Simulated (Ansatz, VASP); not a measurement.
**Two plane-wave programs on AlN**

INCAR

```
SYSTEM = AlN
  ALGO = Normal
  EDIFF = 1E-6
  ENCUT = 520
  GGA = CA
  ISIF = 2
  ISMEAR = 0
  LASPH = .TRUE.
  LCHARG = .FALSE.
  LREAL = .FALSE.
  LWAVE = .FALSE.
  NBANDS = 16
  NELM = 60
  PREC = Accurate
  SIGMA = 0.05
```

File KPOINTS:

```
k-points
0
G
  9 9 6
  0 0 0
```

File POSCAR:

```
AlN
1.0
    3.0887424016      0.0000000000      0.0000000000
   -1.5443712008      2.6749293856      0.0000000000
    0.0000000000      0.0000000000      4.9437688231
Al N
2 2
Direct
    0.3239190483      0.6923869718      0.0015212672
    0.6760809517      0.3076130282      0.5015212672
    0.3417340035      0.6437156091      0.3834787328
    0.6582659965      0.3562843909      0.8834787328
```

Input for Ansatz:

```yaml
crystal:
  lattice:
    - [3.0887424016, 0.0, 0.0]
    - [-1.5443712008, 2.6749293856, 0.0]
    - [0.0, 0.0, 4.9437688231]
  atoms:
    - { symbol: Al, position: [0.3239190483, 0.6923869718, 0.0015212672] }
    - { symbol: Al, position: [0.6760809517, 0.3076130282, 0.5015212672] }
    - { symbol: "N", position: [0.3417340035, 0.6437156091, 0.3834787328] }
    - { symbol: "N", position: [0.6582659965, 0.3562843909, 0.8834787328] }
basis:
  ecutwfc: 520.0
kpoints:
  mp_grid: { grid: [9, 9, 6] }
hamiltonian:
  xc: lda
scf:
  occupations: { method: gaussian, width: 0.05 }
output:
  forces: true
  stress: true
  eigenvalues: true
```

Change from the starting cell: mode 4 frozen in at -0.069 Å and mode 5 at +0.069 Å (largest displacements).

Alike in both runs: task single point; functional LDA; k mesh 9 × 9 × 6; occupations gaussian, width 0.05 eV; no spin polarisation.

```csv
,VASP,Ansatz
version,VASP 6.6.1,Ansatz 0.2.0
potentials or method,"VASP PAW LDA potentials, release 64 (Al, N), cutoff 520 eV","scalar-relativistic, plane waves, PAW"
valence electrons in the cell,16,16
```

```tsv
	VASP	Ansatz	Ansatz less VASP
gap on the k mesh at the Fermi level (eV)	4.31	4.30	-0.005
least direct gap on the mesh (eV)	4.31	4.30	-0.005
pressure (GPa)	0.3	-0.3	-0.59
traceless stress, the component that is largest in VASP (GPa)	-0.33	-0.37	-0.038
rms of the force components (eV/Å)	0.243	0.243	+0.0002
```

LDA's correlation is that of Perdew and Zunger in VASP and of Perdew and Wang (1992) in Ansatz. Atom by atom the forces differ by 0.002 eV/Å (rms over components).
